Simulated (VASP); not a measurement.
Set up this calculation in VASP 6.6.1, as the native input.

- Task: single point
- Functional: PBE0
- Potentials or basis: VASP PAW PBE potentials, release 64 (K_sv, Cl)
- Cutoff: 520 eV
- k mesh: 4 × 4 × 4
- Occupations: fermi-dirac, width 0.05 eV
- Spin: no spin polarisation
- Dipole correction: no
- Grid for exact exchange (PRECFOCK): Normal
- Further INCAR settings: ALGO = Normal; EDIFF = 1e-06; NBANDS = 15
- Share of exact exchange: 0.25

KCl:

```xyz
2
Lattice="3.8392 0.0000 0.0000 0.0000 3.8392 0.0000 0.0000 0.0000 3.8392" Properties=species:S:1:pos:R:3 pbc="T T T"
K     0.0000    0.0000    0.0000
Cl    1.9196    1.9196    1.9196
```

These files were run (other wordings do the same):

POSCAR

```
KCl
1.0
    3.8391960000      0.0000000000      0.0000000000
    0.0000000000      3.8391960000      0.0000000000
    0.0000000000      0.0000000000      3.8391960000
K Cl
1 1
Direct
    0.0000000000      0.0000000000      0.0000000000
    0.5000000000      0.5000000000      0.5000000000
```

INCAR.step1

```
ALGO = Normal
EDIFF = 1E-5
ENCUT = 520
GGA = PE
ISIF = 2
ISMEAR = -1
LASPH = T
LCHARG = F
LREAL = F
LWAVE = T
NBANDS = 15
NELM = 80
PREC = Accurate
SIGMA = 0.05
```

INCAR.step2

```
AEXX = 0.25
ALGO = Normal
EDIFF = 1E-6
ENCUT = 520
GGA = PE
ISIF = 2
ISMEAR = -1
ISTART = 1
LASPH = T
LCHARG = F
LHFCALC = T
LREAL = F
LWAVE = F
NBANDS = 15
NELM = 80
PREC = Accurate
PRECFOCK = Normal
SIGMA = 0.05
```

KPOINTS

```
k-points
0
Gamma
  4 4 4
```

Potentials or basis: VASP PAW PBE potentials, release 64 (K_sv, Cl).

The run is started by

```bash
$ cat potpaw_PBE.64/K_sv/POTCAR potpaw_PBE.64/Cl/POTCAR > POTCAR
$ cp INCAR.step1 INCAR
$ mpirun -np 1 vasp_std > vasp.out
$ cp INCAR.step2 INCAR
$ mpirun -np 1 vasp_std > vasp.out
```

It gave:

```
Pressure               : -0.5 GPa
Band gap on the k mesh : 6.86 eV (least direct gap 7.08 eV)
```

Caveat: the PAW data sets were made with another functional, which shifts forces and pressure a little.

Run time: 2.2 min on 1 thread of Intel(R) Xeon(R) 6975P-C (Granite Rapids), on a shared host, peak memory 0.18 GiB.
